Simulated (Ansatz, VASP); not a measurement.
# Two plane-wave programs on LiF

Contents of INCAR:

```
ALGO = Normal ; EDIFF = 1E-7
ENCUT = 520 ; GGA = PS
ISIF = 2 ; ISMEAR = 0
LASPH = T ; LCHARG = T
LELF = T ; LREAL = F
LVHAR = T ; LWAVE = F
NBANDS = 18 ; NELM = 100
PREC = Accurate ; SIGMA = 0.01
```

Contents of KPOINTS:

```
k-points
0
Gamma
  6 6 4
```

The input POSCAR:

```
LiF
1.0
    2.7757075659      0.0000000000      0.0000000000
   -1.3878537829      2.4038332655      0.0000000000
    0.0000000000      0.0000000000      4.7826938440
Li F
2 2
Direct
    0.0000000000      0.0000000000      0.0000000000
    0.0000000000      0.0000000000      0.5000000000
    0.3333333333      0.6666666667      0.2500000000
    0.6666666667      0.3333333333      0.7500000000
```

Input for Ansatz:

```yaml
crystal:
  lattice:
    - [2.7757075659, 0.0, 0.0]
    - [-1.3878537829, 2.4038332655, 0.0]
    - [0.0, 0.0, 4.782693844]
  atoms:
    - { symbol: Li, position: [0.0, 0.0, 0.0] }
    - { symbol: Li, position: [0.0, 0.0, 0.5] }
    - { symbol: F, position: [0.3333333333, 0.6666666667, 0.25] }
    - { symbol: F, position: [0.6666666667, 0.3333333333, 0.75] }
kpoints:
  mp_grid: { grid: [6, 6, 4] }
hamiltonian:
  xc: pbesol
scf:
  occupations: { method: fixed }
output:
  optics:
    e_range: [0.5, 15]
    de: 0.2
    sigma: 0.15
    scissors: 0
    scheme: gaussian
    bands: auto
  write_density: true
  write_potential: true
  elf: true
  volumetric_format: npy
```

Alike in both runs: task single point; functional PBEsol; k mesh 6 × 6 × 4; no spin polarisation.

|  | VASP | Ansatz |
| --- | --- | --- |
| version | VASP 6.6.1 | Ansatz 0.2.0 |
| potentials or method | VASP PAW PBE potentials, release 64 (Li_sv, F) | plane waves, PAW |
| plane-wave cutoff (eV) | 520 | 420 |
| occupations | gaussian, width 0.01 eV | fixed |
| valence electrons in the cell | 20 | 20 |

|  | VASP | Ansatz | Ansatz less VASP |
| --- | --- | --- | --- |
| gap on the k mesh at the Fermi level (eV) | 9.04 | 9.04 | -0.004 |

VASP's potentials were made for PBE, not for PBEsol.

The k mesh is coarse, so the values compare programs but aren't converged. Noted on VASP's run: the cutoff is short for stress, so the pressure is rough.
